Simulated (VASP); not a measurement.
Zr, 2 atoms in the cell. The structure is hexagonal, space group P6_3/mmc (No. 194). Conventional cell: a = 3.004 Å, b = 3.004 Å, c = 4.972 Å, α = 90.00°, β = 90.00°, γ = 120.00°. Zr (site symmetry -6m2) has 12 Zr at 3.00 to 3.03 Å within 4.0 Å. 

- Program: VASP 6.6.1
- Task: single point
- Functional: LDA
- Potentials or basis: VASP PAW LDA potentials, release 64 (Zr_sv)
- Cutoff: 520 eV
- k mesh: 16 × 16 × 10
- Occupations: gaussian, width 0.05 eV
- Spin: no spin polarisation
- Dipole correction: no
- Further INCAR settings: ALGO = Normal; EDIFF = 1e-06; NBANDS = 19

Potentials or basis: VASP PAW LDA potentials, release 64 (Zr_sv).

Launch:

```sh
$ cat potpaw_LDA.64/Zr_sv/POTCAR > POTCAR
$ mpirun -np 1 vasp_std > vasp.out
```

Hardware: 1 thread of Intel(R) Xeon(R) Platinum 8259CL CPU @ 2.50GHz (Skylake/Cascade Lake), with other jobs on the host.

Question: Estimate the wall time of this run.

Answer: Wall time 110 s on 1 thread of Intel(R) Xeon(R) Platinum 8259CL CPU @ 2.50GHz (Skylake/Cascade Lake), with other jobs on the host, peak memory 0.22 GiB. Counts: scf iterations 11, k points 180.
